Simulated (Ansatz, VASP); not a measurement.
Two plane-wave programs on SiC

File INCAR:

```
SYSTEM = SiC
  PREC = Accurate
  ENCUT = 520
  EDIFF = 1E-7
  ISMEAR = 0
  SIGMA = 0.05
  LREAL = .False.
  LASPH = .True.
  NELM = 100
  ALGO = Normal
  ISIF = 2
  LWAVE = .False.
  LCHARG = .False.
  GGA = PE
  NBANDS = 11
```

Contents of KPOINTS:

```
Automatic mesh
0
Gamma
  12 12 12
  0 0 0
```

File POSCAR:

```
SiC
1.0
    0.0000000000      2.2055683643      2.2055683643
    2.2055683643      0.0000000000      2.2055683643
    2.2780580446      2.2780580446     -0.0724896802
Si C
1 1
Direct
    0.0000000000      0.0000000000      0.0000000000
    0.7500000000      0.7500000000      0.7500000000
```

Input for Ansatz:

```yaml
crystal:
  lattice:
    - [0.0, 2.2055683643, 2.2055683643]
    - [2.2055683643, 0.0, 2.2055683643]
    - [2.2780580446, 2.2780580446, -0.0724896802]
  atoms:
    - { symbol: Si, position: [0.0, 0.0, 0.0] }
    - { symbol: C, position: [0.75, 0.75, 0.75] }
basis:
  ecutwfc: 520.0
kpoints:
  mp_grid: { grid: [12, 12, 12] }
hamiltonian:
  xc: pbe
scf:
  occupations: { method: gaussian, width: 0.05 }
output:
  forces: true
  stress: true
  eigenvalues: true
```

Alike in both runs: task single point; functional PBE; k mesh 12 × 12 × 12; occupations gaussian, width 0.05 eV; no spin polarisation.

|  | VASP | Ansatz |
| --- | --- | --- |
| version | VASP 6.6.1 | Ansatz 0.2.0 |
| potentials or method | VASP PAW PBE potentials, release 64 (Si, C), cutoff 520 eV | scalar-relativistic, plane waves, PAW |
| valence electrons in the cell | 8 | 8 |

Ansatz gave:

```
gap on the k mesh at the Fermi level (eV)                     : 1.31
least direct gap on the mesh (eV)                             : 4.19
pressure (GPa)                                                : -12.3
traceless stress, the component that is largest in VASP (GPa) : -6.73
rms of the force components (eV/Å)                            : 0.080
```

Question: Which values does VASP return?

Answer: gap on the k mesh at the Fermi level (eV): 1.31; least direct gap on the mesh (eV): 4.19; pressure (GPa): -12.3; traceless stress, the component that is largest in VASP (GPa): -6.76; rms of the force components (eV/Å): 0.080.

Atom by atom the forces differ by 0.000 eV/Å (rms over components).
